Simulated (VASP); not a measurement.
# Co (P6/mmm) in VASP: a series of runs, part 2 of 2

VASP 6.6.1. Earlier steps stand in the parts before.

### 4 Single point, RPBE (volume scaled by 0.92)

The input, INCAR:

```
  PREC = Accurate
  ENCUT = 520
  EDIFF = 1E-6
  ISMEAR = -1
  SIGMA = 0.1
  LREAL = F
  LASPH = T
  NELM = 60
  ALGO = Normal
  ISIF = 2
  LWAVE = F
  LCHARG = F
  GGA = RP
  NBANDS = 20
```

The input, KPOINTS:

```
regular mesh
0
Gamma
  12 12 17
```

The input, POSCAR:

```
Co
1.0
    3.8328340733      0.0000000000      0.0000000000
   -1.9164170367      3.3193316759      0.0000000000
    0.0000000000      0.0000000000      2.3504680365
Co
3
Direct
    0.0000000000      0.0000000000      0.0000000000
    0.3333333333      0.6666666667      0.5000000000
    0.6666666667      0.3333333333      0.5000000000
```

Potentials or basis: VASP PAW PBE potentials, release 64 (Co).

Run with:

```sh
> cat potpaw_PBE.64/Co/POTCAR > POTCAR
> mpirun -np 1 vasp_std > vasp.out
```

OUTCAR:

```text
PREC = Accurate
   ENCUT = 520
   EDIFF = 1E-6
   ISMEAR = -1
   LREAL = F
   LASPH = T
   NELM = 60
   ISIF = 2
   GGA = RP

 ion  position               nearest neighbor table
   1  0.000  0.000  0.000-   2 2.51   3 2.51   2 2.51   3 2.51   2 2.51   2 2.51   3 2.51   3 2.51
                             3 2.51   3 2.51   2 2.51   2 2.51
   2  0.333  0.667  0.500-   3 2.21   3 2.21   3 2.21   1 2.51   1 2.51   1 2.51   1 2.51   1 2.51
                             1 2.51
   3  0.667  0.333  0.500-   2 2.21   2 2.21   2 2.21   1 2.51   1 2.51   1 2.51   1 2.51   1 2.51
                             1 2.51

  LATTYP: Found a hexagonal cell.
 ALAT       =     3.8328340733
 C/A-ratio  =     0.6132454449

  Lattice vectors:

 A1 = (   3.8328340733,   0.0000000000,   0.0000000000)
 A2 = (  -1.9164170367,   3.3193316759,   0.0000000000)
 A3 = (   0.0000000000,   0.0000000000,   2.3504680365)

Analysis of symmetry for initial positions (statically):
=====================================================================
 Subroutine PRICEL returns:
 Original cell was already a primitive cell.

 Routine SETGRP: Setting up the symmetry group for a
[... 168 lines left out ...]
  energy without entropy =      -18.08083623  energy(sigma->0) =      -18.22139850

 E-fermi :  11.6087     XC(G=0): -13.8121

 val. band max:       11.6061369453   @ k =   0.4167   0.0833   0.0588
 cond. band min:      11.6091464795   @ k =   0.4167   0.0000   0.1176
 fundamental gap:      0.0030095342
 Fermi energy:        11.6087222849

 k-point     1 :       0.0000    0.0000    0.0000
  band No.  band energies     occupation
      1       2.2438      2.00000
      2       7.1155      2.00000
      3       8.5024      2.00000
      4       8.5024      2.00000
      5       8.5112      2.00000
      6       8.5112      2.00000
[... 541 lines left out ...]
     19      19.8281      0.00000
     20      25.2565      0.00000

 [... further k-points ...]

------------------------ aborting loop because EDIFF is reached ----------------------------------------

  FORCE on cell =-STRESS in cart. coord.  units (eV):
  Direction    XX          YY          ZZ          XY          YZ          ZX
  --------------------------------------------------------------------------------------
  -------------------------------------------------------------------------------------
  Total        4.0522734      4.0522734      3.8420933     -0.0000000      0.0000000      0.0000000
  in kB      217.1122398    217.1122398    205.8512324     -0.0000000      0.0000000      0.0000000
  external PRESSURE =     213.3585707 kB  Pullay stress =       0.0000000 kB

 VOLUME and BASIS-vectors are now :
 -----------------------------------------------------------------------------
  energy-cutoff  :      520.00
  volume of cell :       29.90
      direct lattice vectors                 reciprocal lattice vectors
     3.832834073  0.000000000  0.000000000     0.260903546  0.150632732  0.000000000
    -1.916417037  3.319331676  0.000000000     0.000000000  0.301265465  0.000000000
     0.000000000  0.000000000  2.350468037     0.000000000  0.000000000  0.425447181

 POSITION                                       TOTAL-FORCE (eV/Angst)
 -----------------------------------------------------------------------------------
      0.00000      0.00000      0.00000         0.000000      0.000000      0.000000
     -0.00000      2.21289      1.17523        -0.000000     -0.000000      0.000000
      1.91642      1.10644      1.17523         0.000000      0.000000     -0.000000
 -----------------------------------------------------------------------------------
    total drift:                               -0.000000      0.000000      0.000000

  FREE ENERGIE OF THE ION-ELECTRON SYSTEM (eV)
  ---------------------------------------------------
  free  energy   TOTEN  =       -18.3619607702 eV

  energy  without entropy=      -18.0808362275  energy(sigma->0) =      -18.22139850
```

stdout:

```text
POSCAR found type information on POSCAR Co
 POSCAR found :  1 types and       3 ions
 scaLAPACK will be used
 -----------------------------------------------------------------------------
|                                                                             |
|                                                                             |
|     You enforced a specific xc type in the INCAR file but a different       |
|     I HOPE YOU KNOW WHAT YOU ARE DOING!                                     |
|                                                                             |
 -----------------------------------------------------------------------------

 LDA part: xc-table for (Slater+PW92), standard interpolation
 POSCAR, INCAR and KPOINTS ok, starting setup
 FFT: planning ... GRIDC
 FFT: planning ... GRID_SOFT
 FFT: planning ... GRID
 WAVECAR not read
 entering main loop
```

Run time: 44 s. Hardware: 1 thread of Intel Xeon 6975P-C (Granite Rapids), shared host; peak memory 0.2 GiB.

What came out:

```
Free energy : -18.3620 eV
Pressure    : 21.3 GPa
```

Caveat: the PAW data sets were made with another functional, which shifts forces and pressure a little; the run has no spin polarisation, though such a crystal can be magnetic.

### 5 The runs side by side

| cell | k mesh | gap on the mesh (eV) | pressure (GPa) |
| --- | --- | --- | --- |
| a = 3.941, b = 3.941, c = 2.417 Å, angles 90.0, 90.0, 120.0°, 3 atoms | 9 × 9 × 13 | none | -0.5 |
| a = 3.776, b = 3.776, c = 2.316 Å, angles 90.0, 90.0, 120.0°, 3 atoms | 12 × 12 × 17 | none | 36.7 |
| a = 3.833, b = 3.833, c = 2.350 Å, angles 90.0, 90.0, 120.0°, 3 atoms | 12 × 12 × 17 | none | 21.3 |

Alike in all rows: task single point; level RPBE; potentials or basis VASP PAW PBE potentials, release 64 (Co); no spin polarisation; cutoff (eV) 520; smearing fermi-dirac 0.1 eV.

Caveats: the PAW data sets were made with another functional, which shifts forces and pressure a little; the run has no spin polarisation, though such a crystal can be magnetic.

Total energies depend on the potentials used, so only differences within one code and one set of settings carry meaning.
